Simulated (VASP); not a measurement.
# ZrB2 (P6/mmm) in VASP: notebook

The runs below take ZrB2 through single point, relaxation of shape and atoms at fixed volume, with PBEsol.

Everything below comes from runs of VASP 6.6.1. Logs are shortened: lines on timing, memory, paths and dates and some standing lists are left out, and cuts for length are marked.

## Step 1: The cell of the first run

The structure is hexagonal, space group P6/mmm (No. 191). Conventional cell: a = 3.184 Å, b = 3.184 Å, c = 3.546 Å, α = 90.00°, β = 90.00°, γ = 120.00°. Zr (site symmetry 6/mmm) has 12 B at 2.55 Å and 6 Zr at 3.18 Å within 3.4 Å. Within 2.4 Å of B (site symmetry -6m2) lie 3 B at 1.84 Å.

## Step 2: Single point, PBEsol (volume scaled by 1.03, then relaxed in part)

Input file INCAR:

```
SYSTEM = ZrB2
PREC = Accurate ; ENCUT = 520
EDIFF = 1E-6 ; ISMEAR = 0
SIGMA = 0.1 ; LREAL = .FALSE.
LASPH = .TRUE. ; NELM = 80
ALGO = Normal ; ISIF = 2
LWAVE = .FALSE. ; LCHARG = .FALSE.
GGA = PS ; NBANDS = 16
```

Input file KPOINTS:

```
Automatic mesh
0
G
  18 18 12
  0 0 0
```

Input file POSCAR:

```
ZrB2
1.0
    3.1842581753      0.0000000000      0.0000000000
   -1.5921290876      2.7576484720      0.0000000000
    0.0000000000      0.0000000000      3.5457597074
Zr B
1 2
Direct
    0.0000000000      0.0000000000      0.0000000000
    0.3333333333      0.6666666667      0.5000000000
    0.6666666667      0.3333333333      0.5000000000
```

Potentials or basis: VASP PAW PBE potentials, release 64 (Zr_sv, B).

Command:

```
cat potpaw_PBE.64/Zr_sv/POTCAR potpaw_PBE.64/B/POTCAR > POTCAR
mpirun -np 1 vasp_std > vasp.out
```

OUTCAR:

```text
SYSTEM = ZrB2
   PREC = Accurate
   ENCUT = 520
   EDIFF = 1E-6
   ISMEAR = 0
   LREAL = .FALSE.
   LASPH = .TRUE.
   NELM = 80
   ISIF = 2
   GGA = PS

 ion  position               nearest neighbor table
   1  0.000  0.000  0.000-   2 2.55   3 2.55   2 2.55   3 2.55   2 2.55   2 2.55   3 2.55   3 2.55
                             3 2.55   3 2.55   2 2.55   2 2.55
   2  0.333  0.667  0.500-   3 1.84   3 1.84   3 1.84   1 2.55   1 2.55   1 2.55   1 2.55   1 2.55
                             1 2.55
   3  0.667  0.333  0.500-   2 1.84   2 1.84   2 1.84   1 2.55   1 2.55   1 2.55   1 2.55   1 2.55
                             1 2.55

  LATTYP: Found a hexagonal cell.
 ALAT       =     3.1842581753
 C/A-ratio  =     1.1135277079

  Lattice vectors:

 A1 = (   3.1842581753,   0.0000000000,   0.0000000000)
 A2 = (  -1.5921290876,   2.7576484720,   0.0000000000)
 A3 = (   0.0000000000,   0.0000000000,   3.5457597074)

Analysis of symmetry for initial positions (statically):
=====================================================================
 Subroutine PRICEL returns:
 Original cell was already a primitive cell.

 Routine SETGRP: Setting up the symmetry group for a
 hexagonal supercell.

 Subroutine GETGRP returns: Found 24 space group operations
 (whereof 24 operations were pure point group operations)
 out of a pool of 24 trial point group operations.

The static configuration has the point symmetry D_6h.

Analysis of symmetry for dynamics (positions and initial velocities):
=====================================================================
 Subroutine PRICEL returns:
 Original cell was already a primitive cell.

 Routine SETGRP: Setting up the symmetry group for a
 hexagonal supercell.

 Subroutine GETGRP returns: Found 24 space group operations
 (whereof 24 operations were pure point group operations)
 out of a pool of 24 trial point group operations.

The dynamic configuration has the point symmetry D_6h.

 Subroutine INISYM returns: Found 24 space group operations
 (whereof 24 operations are pure point group operations),
 and found     1 'primitive' translations

----------------------------------------------------------------------------------------

                                     Primitive cell

  volume of cell :      31.1355

  direct lattice vectors                    reciprocal lattice vectors
     3.184258175  0.000000000  0.000000000     0.314044887  0.181313900  0.000000000
    -1.592129088  2.757648472  0.000000000     0.000000000  0.362627801  0.000000000
     0.000000000  0.000000000  3.545759707     0.000000000  0.000000000  0.282027008

  length of vectors
     3.184258175  3.184258175  3.545759707     0.362627801  0.362627801  0.282027008

  position of ions in fractional coordinates (direct lattice)
     0.000000000  0.000000000  0.000000000
     0.333333333  0.666666667  0.500000000
     0.666666667  0.333333333  0.500000000

  ion indices of the primitive-cell ions
   primitive index   ion index
                 1           1
                 2           2
                 3           3

----------------------------------------------------------------------------------------

 KPOINTS: Automatic mesh

Automatic generation of k-mesh.
 Grid dimensions read from file:
 generate k-points for:   18   18   12

 Generating k-lattice:

  Cartesian coordinates                     Fractional coordinates (reciprocal lattice)
     0.017446938  0.010072994  0.000000000     0.055555556  0.000000000  0.000000000
     0.000000000  0.020145989  0.000000000     0.000000000  0.055555556  0.000000000
     0.000000000  0.000000000  0.023502251     0.000000000  0.000000000  0.083333333

  Length of vectors
     0.020145989  0.020145989  0.023502251

  Shift w.r.t. Gamma in fractional coordinates (k-lattice)
     0.000000000  0.000000000  0.000000000

 Subroutine IBZKPT returns following result:
 ===========================================

 Found    259 irreducible k-points:

 Following reciprocal coordinates:
            Coordinates               Weight
  0.000000  0.000000  0.000000      1.000000
  0.055556  0.000000  0.000000      6.000000
  0.111111  0.000000  0.000000      6.000000
  0.166667  0.000000  0.000000      6.000000
  0.222222  0.000000  0.000000      6.000000
  0.277778  0.000000  0.000000      6.000000
[... 16 lines left out ...]
  0.333333  0.111111  0.000000     12.000000
  0.388889  0.111111  0.000000     12.000000
 [... further k-points ...]
   k-points           NKPTS =    259   k-points in BZ     NKDIM =    259   number of bands    NBANDS=     16
   number of dos      NEDOS =    301   number of ions     NIONS =      3
   total plane-waves  NPLWV =  16128
   dimension x,y,z NGX =    24 NGY =   24 NGZ =   28
   dimension x,y,z NGXF=    48 NGYF=   48 NGZF=   56
   ions per type =               1   2
   NGX,Y,Z   is equivalent  to a cutoff of  12.53, 12.53, 13.13 a.u.
   NGXF,Y,Z  is equivalent  to a cutoff of  25.06, 25.06, 26.26 a.u.
 SYSTEM =  ZrB2
   PREC   = accura    normal or accurate (medium, high low for compatibility)
   ISTART =      0    job   : 0-new  1-cont  2-samecut
   ICHARG =      2    charge: 1-file 2-atom 10-const
   ISPIN  =      1    spin polarized calculation?
   LNONCOLLINEAR =      F non collinear calculations
   LSORBIT =      F    spin-orbit coupling
   LASPH  =      T    aspherical Exc in radial PAW
   ENCUT  =  520.0 eV  38.22 Ry    6.18 a.u.   5.92  5.92  6.59*2*pi/ulx,y,z
   NELM   =     80;   NELMIN=  2; NELMDL= -5     # of ELM steps
   EDIFF  = 0.1E-05   stopping-criterion for ELM
   LREAL  =      F    real-space projection
   EDIFFG = 0.1E-04   stopping-criterion for IOM
   NSW    =      0    number of steps for IOM
   IBRION =     -1    ionic relax: 0-MD 1-quasi-New 2-CG
   NFREE  =      0    steps in history (QN), initial steepest desc. (CG)
   ISIF   =      2    stress and relaxation
   ISYM   =      2    0-nonsym 1-usesym 2-fastsym
   POTIM  = 0.5000    time-step for ionic-motion
   TEBEG  =    0.0;   TEEND  =   0.0 temperature during run
   PSTRESS=    0.0 pullay stress
   NELECT =      18.0000    total number of electrons
   NUPDOWN=      -1.0000    fix difference up-down
   EMIN   =  10.00;   EMAX   =-10.00  energy-range for DOS
   EFERMI =   0.00;   METHOD = LEGACY
   ISMEAR =     0;   SIGMA  =   0.10  broadening in eV -4-tet -1-fermi 0-gaus
   EFERMI_NEDOS =   21; number of points for ismear=-14 and -15
   IALGO  =     38    algorithm
   IMIX   =      4    mixing-type and parameters
     AMIX     =   0.40;   BMIX     =  1.00
     AMIX_MAG =   1.60;   BMIX_MAG =  1.00
  volume/ion in A,a.u.               =      10.38        70.04
  Fermi-wavevector in a.u.,A,eV,Ry     =   1.363788  2.577185 25.305714  1.859917
  Thomas-Fermi vector in A             =   2.490160
   LORBIT       =      0    0 simple, 1 ext, 2 COOP (PROOUT), +10 PAW based schemes
   GGA     = PS    functional components
   LHFCALC =     F    Hartree Fock is set to
   AEXX    =    0.0000 exact exchange contribution
   IVDW    =     0    specifies the selected vdW correction
   LEPSILON=     F    determine dielectric tensor
   LRPA    =     F    only Hartree local field effects (RPA)
 non-spin polarized calculation
 Gauss-broadening in eV      SIGMA  =   0.10
  energy-cutoff  :      520.00
  volume of cell :       31.14
 maximum number of plane-waves:       854
 NGX is ok and might be reduce to    24
   NGX = 11   NGY = 11   NGZ = 13

 number of electron      18.0000000 magnetization

 Free energy of the ion-electron system (eV)
  ---------------------------------------------------
  ext. energy  EPLUGINS =         0.00000000
  ---------------------------------------------------
  free energy    TOTEN  =       -26.38528160 eV

  energy without entropy =      -26.38417686  energy(sigma->0) =      -26.38472923

 E-fermi :  10.3332     XC(G=0): -12.4794

 val. band max:       10.3312057791   @ k =   0.2222   0.2222   0.0833
 cond. band min:      10.3603130035   @ k =   0.0000   0.0000   0.2500
 fundamental gap:      0.0291072244
 Fermi energy:        10.3332405191

 k-point     1 :       0.0000    0.0000    0.0000
  band No.  band energies     occupation
      1     -38.2535      2.00000
      2     -16.4722      2.00000
      3     -15.9274      2.00000
      4     -15.9274      2.00000
      5      -2.3497      2.00000
      6       7.6855      2.00000
[... 8 lines left out ...]
     15      15.3736      0.00000
     16      15.3736      0.00000

 k-point     2 :       0.0556    0.0000    0.0000
  band No.  band energies     occupation
      1     -38.2502      2.00000
      2     -16.4672      2.00000
      3     -15.9569      2.00000
      4     -15.9338      2.00000
      5      -2.2881      2.00000
      6       7.4980      2.00000
[... 8 lines left out ...]
     15      15.6918      0.00000
     16      15.8537      0.00000

 k-point     3 :       0.1111    0.0000    0.0000
  band No.  band energies     occupation
      1     -38.2407      2.00000
      2     -16.4528      2.00000
      3     -16.0412      2.00000
      4     -15.9522      2.00000
      5      -2.1067      2.00000
      6       7.0015      2.00000
[... 8 lines left out ...]
     15      16.1162      0.00000
     16      16.7515      0.00000

 k-point     4 :       0.1667    0.0000    0.0000
  band No.  band energies     occupation
      1     -38.2260      2.00000
      2     -16.4307      2.00000
      3     -16.1679      2.00000
      4     -15.9802      2.00000
      5      -1.8143      2.00000
      6       6.3218      2.00000
[... 8 lines left out ...]
     15      17.0141      0.00000
     16      17.1151      0.00000
[... 324 lines left out ...]
 k-point    22 :       0.2778    0.1111    0.0000
  band No.  band energies     occupation
      1     -38.1653      2.00000
      2     -16.6167      2.00000
      3     -16.3393      2.00000
      4     -16.1397      2.00000
      5      -0.2389      2.00000
      6       4.0126      2.00000
[... 8 lines left out ...]
     15      18.1046      0.00000
     16      19.7976      0.00000

 k-point    23 :       0.3333    0.1111    0.0000
  band No.  band energies     occupation
      1     -38.1513      2.00000
      2     -16.7161      2.00000
      3     -16.3180      2.00000
      4     -16.1750      2.00000
      5       0.3705      2.00000
      6       3.2599      2.00000
[... 8 lines left out ...]
     15      18.9791      0.00000
     16      19.5259      0.00000

 k-point    24 :       0.3889    0.1111    0.0000
  band No.  band energies     occupation
      1     -38.1421      2.00000
      2     -16.7803      2.00000
      3     -16.3041      2.00000
      4     -16.1980      2.00000
      5       1.0273      2.00000
      6       2.5131      2.00000
[... 8 lines left out ...]
     15      18.8973      0.00000
     16      19.6935      0.00000

 [... further k-points ...]

------------------------ aborting loop because EDIFF is reached ----------------------------------------

  FORCE on cell =-STRESS in cart. coord.  units (eV):
  Direction    XX          YY          ZZ          XY          YZ          ZX
  --------------------------------------------------------------------------------------
  -------------------------------------------------------------------------------------
  Total       -1.2996702     -1.2996702     -1.2993858     -0.0000000      0.0000000      0.0000000
  in kB      -66.8786129    -66.8786129    -66.8639806     -0.0000000      0.0000000      0.0000000
  external PRESSURE =     -66.8737355 kB  Pullay stress =       0.0000000 kB

 VOLUME and BASIS-vectors are now :
 -----------------------------------------------------------------------------
  energy-cutoff  :      520.00
  volume of cell :       31.14
      direct lattice vectors                 reciprocal lattice vectors
     3.184258175  0.000000000  0.000000000     0.314044887  0.181313900  0.000000000
    -1.592129088  2.757648472  0.000000000     0.000000000  0.362627801  0.000000000
     0.000000000  0.000000000  3.545759707     0.000000000  0.000000000  0.282027008

 POSITION                                       TOTAL-FORCE (eV/Angst)
 -----------------------------------------------------------------------------------
      0.00000      0.00000      0.00000        -0.000000      0.000000      0.000000
     -0.00000      1.83843      1.77288        -0.000000      0.000000      0.000000
      1.59213      0.91922      1.77288         0.000000      0.000000      0.000000
 -----------------------------------------------------------------------------------
    total drift:                               -0.000000      0.000000     -0.000000

  FREE ENERGIE OF THE ION-ELECTRON SYSTEM (eV)
  ---------------------------------------------------
  free  energy   TOTEN  =       -26.3852815955 eV

  energy  without entropy=      -26.3841768600  energy(sigma->0) =      -26.38472923
```

Run time: 48 s. Hardware: 1 thread of Intel Xeon Platinum 8559C (Emerald Rapids), shared host; peak memory 0.24 GiB.

Results:

```
Free energy            : -26.3853 eV
Pressure               : -6.7 GPa
Band gap on the k mesh : zero (band 9 reaches 11.02 eV, above the bottom of band 10 at 9.79 eV)
```

Caveat: the PAW data sets were made with another functional, which shifts forces and pressure a little.

(Continued in part 2 of 2.)
